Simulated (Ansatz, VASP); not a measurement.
**Two plane-wave programs on GaN**

```
Ga N
1.0
     3.18900    0.00000    0.00000
    -1.59450    2.76176    0.00000
     0.00000    0.00000    5.18500
Ga N
2 2
Direct
  0.33333 0.66667 0.00000
  0.66667 0.33333 0.50000
  0.33333 0.66667 0.37700
  0.66667 0.33333 0.87700
```

Alike in both runs: task single point; functional PBE; k mesh 8 × 8 × 5; occupations gaussian, width 0.03 eV; no spin polarisation.

```csv
,VASP,Ansatz
version,VASP 6.6.1,Ansatz 0.2.0
potentials or method,"VASP PAW PBE potentials, release 64 (Ga_d, N)","scalar-relativistic, plane waves, PAW"
plane-wave cutoff (eV),520,420
valence electrons in the cell,36,36
```

Ansatz gave:

```
gap on the k mesh at the Fermi level (eV) : 1.91
least direct gap on the mesh (eV)         : 1.91
```

Problem. Which values does VASP return?

Solution. gap on the k mesh at the Fermi level (eV): 1.92; least direct gap on the mesh (eV): 1.92.
